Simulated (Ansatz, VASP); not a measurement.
Two plane-wave programs on Sn3Mo2

```xyz
5
Lattice="5.2462 0.0000 0.0000 0.0000 5.2462 0.0000 0.0000 0.0000 5.2462" Properties=species:S:1:pos:R:3 pbc="T T T"
Sn    2.6231    0.0000    0.0000
Sn    0.0000    2.6231    0.0000
Sn    0.0000    0.0000    2.6231
Mo    0.0000    0.0000    0.0000
Mo    2.6231    2.6231    2.6231
```

Alike in both runs: functional PBE; k mesh 8 × 8 × 8; occupations gaussian, width 0.1 eV; collinear spin.

Ansatz relaxed the structure, and its values are those at the end. VASP's run is a single point on that final structure, the one shown.

```csv
,VASP,Ansatz
version,VASP 6.6.1,Ansatz 0.2.0
potentials or method,"VASP PAW PBE potentials, release 64 (Sn_d, Mo_sv), cutoff 520 eV","scalar-relativistic, plane waves, PAW"
valence electrons in the cell,70,70
```

|  | VASP | Ansatz | Ansatz less VASP |
| --- | --- | --- | --- |
| gap on the k mesh at the Fermi level (eV) | none | none | - |
| pressure (GPa) | 0.0 | 0.0 | -0.03 |
| net moment per atom (μB) | 1.11 | 1.11 | +0.001 |
| size of the moment on the site where the two differ most (μB) | 3.81 | 4.30 | +0.495 |

Site moments also hang on the region over which each program counts them. A gap of «none» marks a metal or a gap that the smearing closes.
